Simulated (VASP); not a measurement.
# Hf (P6_3/mmc) in VASP: a series of runs

The runs below take Hf through single point, relaxation of cell and atoms, with PBE, BLYP+D4, RPBE+D3(BJ).

Everything below comes from runs of VASP 6.6.1. Logs are shortened: lines on timing, memory, paths and dates and some standing lists are left out, and cuts for length are marked.

## (1) The cell of the first run

Symmetry: P6_3/mmc, No. 194, hexagonal system. The conventional cell has a = 3.197 Å, b = 3.197 Å, c = 5.058 Å, α = 90.00°, β = 90.00°, γ = 120.00°. Hf (site symmetry -6m2) has 12 Hf at 3.13 to 3.20 Å within 4.1 Å.

## (2) Single point, PBE

Contents of INCAR:

```
SYSTEM = Hf
PREC     = Accurate       ! precision mode
ENCUT    = 520            ! plane-wave cutoff, eV
EDIFF    = 1E-7           ! SCF threshold, eV
ISMEAR   = 0              ! smearing method
SIGMA    = 0.027000000000000003 ! smearing width, eV
LREAL    = .FALSE.        ! projectors in reciprocal space
LASPH    = .TRUE.         ! aspherical terms in the spheres
NELM     = 80             ! most SCF steps
ALGO     = Normal         ! electronic algorithm
ISIF     = 2              ! what is computed and relaxed
LWAVE    = .FALSE.        ! write WAVECAR
LCHARG   = .FALSE.        ! write CHGCAR
GGA      = PE             ! functional
NBANDS   = 17             ! bands
```

Contents of KPOINTS:

```
Automatic mesh
0
G
  10 10 5
  0 0 0
```

Contents of POSCAR:

```
Hf
1.0
    3.1967000000      0.0000000000      0.0000000000
   -1.5983500000      2.7684234083      0.0000000000
    0.0000000000      0.0000000000      5.0578000000
Hf
2
Direct
    0.6666666667      0.3333333333      0.7500000000
    0.3333333333      0.6666666667      0.2500000000
```

Potentials or basis: VASP PAW PBE potentials, release 64 (Hf_pv).

Started as:

```bash
$ cat potpaw_PBE.64/Hf_pv/POTCAR > POTCAR
$ mpirun -np 1 vasp_std > vasp.out
```

OUTCAR:

```text
SYSTEM = Hf
   PREC = Accurate
   ENCUT = 520
   EDIFF = 1E-7
   ISMEAR = 0
   LREAL = .FALSE.
   LASPH = .TRUE.
   NELM = 80
   ISIF = 2
   GGA = PE

 ion  position               nearest neighbor table
   1  0.667  0.333  0.750-   2 3.13   2 3.13   2 3.13   2 3.13   2 3.13   2 3.13
   2  0.333  0.667  0.250-   1 3.13   1 3.13   1 3.13   1 3.13   1 3.13   1 3.13

  LATTYP: Found a hexagonal cell.
 ALAT       =     3.1967000000
 C/A-ratio  =     1.5821941377

  Lattice vectors:

 A1 = (   3.1967000000,   0.0000000000,   0.0000000000)
 A2 = (  -1.5983500000,   2.7684234083,   0.0000000000)
 A3 = (   0.0000000000,   0.0000000000,   5.0578000000)

Analysis of symmetry for initial positions (statically):
=====================================================================
 Subroutine PRICEL returns:
 Original cell was already a primitive cell.

 Routine SETGRP: Setting up the symmetry group for a
 hexagonal supercell.

 Subroutine GETGRP returns: Found 24 space group operations
 (whereof 12 operations were pure point group operations)
 out of a pool of 24 trial point group operations.

The static configuration has the point symmetry D_3d.
 The point group associated with its full space group is D_6h.

Analysis of symmetry for dynamics (positions and initial velocities):
=====================================================================
 Subroutine PRICEL returns:
 Original cell was already a primitive cell.

 Routine SETGRP: Setting up the symmetry group for a
 hexagonal supercell.

 Subroutine GETGRP returns: Found 24 space group operations
 (whereof 12 operations were pure point group operations)
 out of a pool of 24 trial point group operations.

The dynamic configuration has the point symmetry D_3d.
 The point group associated with its full space group is D_6h.

 Subroutine INISYM returns: Found 24 space group operations
 (whereof 12 operations are pure point group operations),
 and found     1 'primitive' translations

----------------------------------------------------------------------------------------

                                     Primitive cell

  volume of cell :      44.7606

  direct lattice vectors                    reciprocal lattice vectors
     3.196700000  0.000000000  0.000000000     0.312822598  0.180608211  0.000000000
    -1.598350000  2.768423408  0.000000000     0.000000000  0.361216423  0.000000000
     0.000000000  0.000000000  5.057800000     0.000000000  0.000000000  0.197714421

  length of vectors
     3.196700000  3.196700000  5.057800000     0.361216423  0.361216423  0.197714421

  position of ions in fractional coordinates (direct lattice)
     0.666666667  0.333333333  0.750000000
     0.333333333  0.666666667  0.250000000

  ion indices of the primitive-cell ions
   primitive index   ion index
                 1           1
                 2           2

----------------------------------------------------------------------------------------

 KPOINTS: Automatic mesh

Automatic generation of k-mesh.
 Grid dimensions read from file:
 generate k-points for:   10   10    5

 Generating k-lattice:

  Cartesian coordinates                     Fractional coordinates (reciprocal lattice)
     0.031282260  0.018060821  0.000000000     0.100000000 -0.000000000  0.000000000
     0.000000000  0.036121642  0.000000000     0.000000000  0.100000000  0.000000000
     0.000000000  0.000000000  0.039542884     0.000000000  0.000000000  0.200000000

  Length of vectors
     0.036121642  0.036121642  0.039542884

  Shift w.r.t. Gamma in fractional coordinates (k-lattice)
     0.000000000  0.000000000  0.000000000

 Subroutine IBZKPT returns following result:
 ===========================================

 Found     42 irreducible k-points:

 Following reciprocal coordinates:
            Coordinates               Weight
  0.000000  0.000000  0.000000      1.000000
  0.100000  0.000000  0.000000      6.000000
  0.200000  0.000000  0.000000      6.000000
  0.300000  0.000000  0.000000      6.000000
  0.400000  0.000000  0.000000      6.000000
  0.500000  0.000000  0.000000      3.000000
[... 16 lines left out ...]
  0.300000  0.100000  0.200000     24.000000
  0.400000  0.100000  0.200000     24.000000
 [... further k-points ...]
   k-points           NKPTS =     42   k-points in BZ     NKDIM =     42   number of bands    NBANDS=     17
   number of dos      NEDOS =    301   number of ions     NIONS =      2
   total plane-waves  NPLWV =  23040
   dimension x,y,z NGX =    24 NGY =   24 NGZ =   40
   dimension x,y,z NGXF=    48 NGYF=   48 NGZF=   80
   ions per type =               2
   NGX,Y,Z   is equivalent  to a cutoff of  12.48, 12.48, 13.15 a.u.
   NGXF,Y,Z  is equivalent  to a cutoff of  24.96, 24.96, 26.30 a.u.
 SYSTEM =  Hf
   PREC   = accura    normal or accurate (medium, high low for compatibility)
   ISTART =      0    job   : 0-new  1-cont  2-samecut
   ICHARG =      2    charge: 1-file 2-atom 10-const
   ISPIN  =      1    spin polarized calculation?
   LNONCOLLINEAR =      F non collinear calculations
   LSORBIT =      F    spin-orbit coupling
   LASPH  =      T    aspherical Exc in radial PAW
   ENCUT  =  520.0 eV  38.22 Ry    6.18 a.u.   5.94  5.94  9.40*2*pi/ulx,y,z
   NELM   =     80;   NELMIN=  2; NELMDL= -5     # of ELM steps
   EDIFF  = 0.1E-06   stopping-criterion for ELM
   LREAL  =      F    real-space projection
   EDIFFG = 0.1E-05   stopping-criterion for IOM
   NSW    =      0    number of steps for IOM
   IBRION =     -1    ionic relax: 0-MD 1-quasi-New 2-CG
   NFREE  =      0    steps in history (QN), initial steepest desc. (CG)
   ISIF   =      2    stress and relaxation
   ISYM   =      2    0-nonsym 1-usesym 2-fastsym
   POTIM  = 0.5000    time-step for ionic-motion
   TEBEG  =    0.0;   TEEND  =   0.0 temperature during run
   PSTRESS=    0.0 pullay stress
   NELECT =      20.0000    total number of electrons
   NUPDOWN=      -1.0000    fix difference up-down
   EMIN   =  10.00;   EMAX   =-10.00  energy-range for DOS
   EFERMI =   0.00;   METHOD = LEGACY
   ISMEAR =     0;   SIGMA  =   0.03  broadening in eV -4-tet -1-fermi 0-gaus
   EFERMI_NEDOS =   21; number of points for ismear=-14 and -15
   IALGO  =     38    algorithm
   IMIX   =      4    mixing-type and parameters
     AMIX     =   0.40;   BMIX     =  1.00
     AMIX_MAG =   1.60;   BMIX_MAG =  1.00
  volume/ion in A,a.u.               =      22.38       151.03
  Fermi-wavevector in a.u.,A,eV,Ry     =   1.251563  2.365112 21.312311  1.566411
  Thomas-Fermi vector in A             =   2.385505
   LORBIT       =      0    0 simple, 1 ext, 2 COOP (PROOUT), +10 PAW based schemes
   GGA     = PE    functional components
   LHFCALC =     F    Hartree Fock is set to
   AEXX    =    0.0000 exact exchange contribution
   IVDW    =     0    specifies the selected vdW correction
   LEPSILON=     F    determine dielectric tensor
   LRPA    =     F    only Hartree local field effects (RPA)
 non-spin polarized calculation
 Gauss-broadening in eV      SIGMA  =   0.03
  energy-cutoff  :      520.00
  volume of cell :       44.76
 maximum number of plane-waves:      1220
 NGX is ok and might be reduce to    24
   NGX = 11   NGY = 11   NGZ = 19

 number of electron      20.0000004 magnetization

 Free energy of the ion-electron system (eV)
  ---------------------------------------------------
  ext. energy  EPLUGINS =         0.00000000
  ---------------------------------------------------
  free energy    TOTEN  =       -19.84983918 eV

  energy without entropy =      -19.84900595  energy(sigma->0) =      -19.84942257

 E-fermi :   4.8973     XC(G=0): -11.2811

 val. band max:        4.8949246331   @ k =   0.1000   0.1000   0.4000
 cond. band min:       4.9109817684   @ k =   0.1000   0.1000   0.2000
 fundamental gap:      0.0160571353
 Fermi energy:         4.8973270338

 k-point     1 :       0.0000    0.0000    0.0000
  band No.  band energies     occupation
      1     -26.1590      2.00000
      2     -25.4142      2.00000
      3     -25.4142      2.00000
      4     -25.2933      2.00000
      5     -25.2866      2.00000
      6     -25.2866      2.00000
[... 9 lines left out ...]
     16       7.5539      0.00000
     17      10.2484      0.00000

 k-point     2 :       0.1000    0.0000    0.0000
  band No.  band energies     occupation
      1     -26.1333      2.00000
      2     -25.4685      2.00000
      3     -25.4323      2.00000
      4     -25.3438      2.00000
      5     -25.3052      2.00000
      6     -25.2939      2.00000
[... 9 lines left out ...]
     16       7.2796      0.00000
     17      10.4684      0.00000

 k-point     3 :       0.2000    0.0000    0.0000
  band No.  band energies     occupation
      1     -26.0613      2.00000
      2     -25.6109      2.00000
      3     -25.4883      2.00000
      4     -25.4780      2.00000
      5     -25.3411      2.00000
      6     -25.3149      2.00000
[... 9 lines left out ...]
     16       7.9638      0.00000
     17      10.8683      0.00000

 k-point     4 :       0.3000    0.0000    0.0000
  band No.  band energies     occupation
      1     -25.9577      2.00000
      2     -25.7869      2.00000
      3     -25.6574      2.00000
      4     -25.5316      2.00000
      5     -25.3997      2.00000
      6     -25.3428      2.00000
[... 9 lines left out ...]
     16       9.1301      0.00000
     17      11.1745      0.00000
[... 343 lines left out ...]
      1     -25.9777      2.00000
      2     -25.6865      2.00000
      3     -25.6333      2.00000
      4     -25.5055      2.00000
      5     -25.3825      2.00000
      6     -25.3637      2.00000
[... 9 lines left out ...]
     16       8.9283      0.00000
     17      10.7293      0.00000

 k-point    23 :       0.3000    0.1000    0.2000
  band No.  band energies     occupation
      1     -25.9669      2.00000
      2     -25.8203      2.00000
      3     -25.7037      2.00000
      4     -25.5623      2.00000
      5     -25.4375      2.00000
      6     -25.3952      2.00000
[... 9 lines left out ...]
     16       9.8291      0.00000
     17      11.0362      0.00000

 k-point    24 :       0.4000    0.1000    0.2000
  band No.  band energies     occupation
      1     -26.0123      2.00000
      2     -25.8853      2.00000
      3     -25.7027      2.00000
      4     -25.5830      2.00000
      5     -25.4894      2.00000
      6     -25.4175      2.00000
[... 9 lines left out ...]
     16      10.8529      0.00000
     17      11.6646      0.00000

 [... further k-points ...]
[... 5 lines left out ...]
  --------------------------------------------------------------------------------------
  -------------------------------------------------------------------------------------
  Total        0.0831593      0.0831593     -0.0250042      0.0000000      0.0000000      0.0000000
  in kB        2.9766318      2.9766318     -0.8950090      0.0000000      0.0000000      0.0000000
  external PRESSURE =       1.6860849 kB  Pullay stress =       0.0000000 kB

 VOLUME and BASIS-vectors are now :
 -----------------------------------------------------------------------------
  energy-cutoff  :      520.00
  volume of cell :       44.76
      direct lattice vectors                 reciprocal lattice vectors
     3.196700000  0.000000000  0.000000000     0.312822598  0.180608211  0.000000000
    -1.598350000  2.768423408  0.000000000     0.000000000  0.361216423  0.000000000
     0.000000000  0.000000000  5.057800000     0.000000000  0.000000000  0.197714421

 POSITION                                       TOTAL-FORCE (eV/Angst)
 -----------------------------------------------------------------------------------
      1.59835      0.92281      3.79335        -0.000000     -0.000000      0.000000
     -0.00000      1.84562      1.26445         0.000000      0.000000      0.000000
 -----------------------------------------------------------------------------------
    total drift:                               -0.000000      0.000000     -0.000000

  FREE ENERGIE OF THE ION-ELECTRON SYSTEM (eV)
  ---------------------------------------------------
  free  energy   TOTEN  =       -19.8498391792 eV

  energy  without entropy=      -19.8490059527  energy(sigma->0) =      -19.84942257
```

Run time: 20 s. Hardware: 1 thread of Intel Xeon Platinum 8488C (Sapphire Rapids), shared host; peak memory 0.17 GiB.

Results:

```yaml
Free_energy: -19.8498 eV
Pressure: 0.2 GPa
Band_gap_on_the_k_mesh: zero (band 10 reaches 6.10 eV, above the bottom of band 11 at 4.60 eV)
```

Stress tensor (GPa, compression positive):
```
 0.30  0.00  0.00
 0.00  0.30  0.00
 0.00  0.00 -0.09
```

Levels at points of the mesh, in eV from the Fermi level:
```
           k point  band 7  band 8  band 9  band 10  band 11  band 12  band 13  band 14
(0.00, 0.00, 0.00)   -7.36   -3.69    0.66     1.20     1.20     1.48     2.02     2.02
(0.50, 0.00, 0.00)   -3.33   -2.73   -2.21    -0.78     0.81     0.89     1.70     5.91
```

Caveat: spin-orbit coupling is left out, which moves the levels of the heavy elements.

(Part 1 of 2 ends here.)
